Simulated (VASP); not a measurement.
Write the native input for VASP 6.6.1 that does the following.

```
Task                   : single point
Functional             : LDA
Potentials or basis    : VASP PAW LDA potentials, release 64 (Cd, S)
Cutoff                 : 500 eV
k mesh                 : 12 × 12 × 12
Occupations            : fermi-dirac, width 0.05 eV
Spin                   : no spin polarisation
Dipole correction      : no
Further INCAR settings : ALGO = Normal; EDIFF = 1e-06; NBANDS = 16
```

The structure of CdS lies in POSCAR:

```
CdS
1.0
    0.0000000000      2.7532440000      2.7532440000
    2.7532440000      0.0000000000      2.7532440000
    2.7532440000      2.7532440000      0.0000000000
Cd S
1 1
Direct
    0.0000000000      0.0000000000      0.0000000000
    0.5000000000      0.5000000000      0.5000000000
```

One way to write it, as run:

INCAR

```
ALGO = Normal
EDIFF = 1E-6
ENCUT = 500
GGA_COMPAT = F
ISIF = 2
ISMEAR = -1
LASPH = T
LCHARG = F
LREAL = F
LWAVE = F
NBANDS = 16
NELM = 120
PREC = Accurate
SIGMA = 0.05
```

KPOINTS

```
k-points
0
Gamma
  12 12 12
```

Potentials or basis: VASP PAW LDA potentials, release 64 (Cd, S).

Command:

```bash
$ cat potpaw_LDA.64/Cd/POTCAR potpaw_LDA.64/S/POTCAR > POTCAR
$ mpirun -np 1 vasp_std > vasp.out
```

Results of the run:

- Pressure: -6.4 GPa
- Band gap on the k mesh: zero (filled and empty bands overlap)

Run time: 20 s on 1 thread of AMD EPYC 9R45 (Zen 5), on a shared host, peak memory 0.13 GiB.
